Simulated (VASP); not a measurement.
A run of VASP 6.6.1 is set up as follows.

File INCAR:

```
SYSTEM = Be2Hg
ALGO = Fast
EDIFF = 1E-6
ENCUT = 520
GGA = PE
ISIF = 2
ISMEAR = 0
LASPH = .TRUE.
LCHARG = .FALSE.
LREAL = .FALSE.
LWAVE = .FALSE.
NBANDS = 15
NELM = 80
PREC = Accurate
SIGMA = 0.1
```

Contents of KPOINTS:

```
k-points
0
G
  16 16 16
  0 0 0
```

The input POSCAR:

```
Be2Hg
1.0
   -2.0940622024      2.0940622024      2.5391904941
    2.0940622024     -2.0940622024      2.5391904941
    2.0940622024      2.0940622024     -2.5391904941
Be Hg
2 1
Direct
    0.7500000000      0.2500000000      0.5000000000
    0.2500000000      0.7500000000      0.5000000000
    0.0000000000      0.0000000000      0.0000000000
```

Potentials or basis: VASP PAW PBE potentials, release 64 (Be, Hg).

Command:

```bash
$ cat potpaw_PBE.64/Be/POTCAR potpaw_PBE.64/Hg/POTCAR > POTCAR
$ mpirun -np 1 vasp_std > vasp.out
```

(1) Predict the pressure.

(2) Predict the band gap on the k mesh.

Answers

(1) 0.2 GPa.

(2) zero (bands 8 and 9 overlap by 6.03 eV).

Caveat: spin-orbit coupling is left out, which moves the levels of the heavy elements.
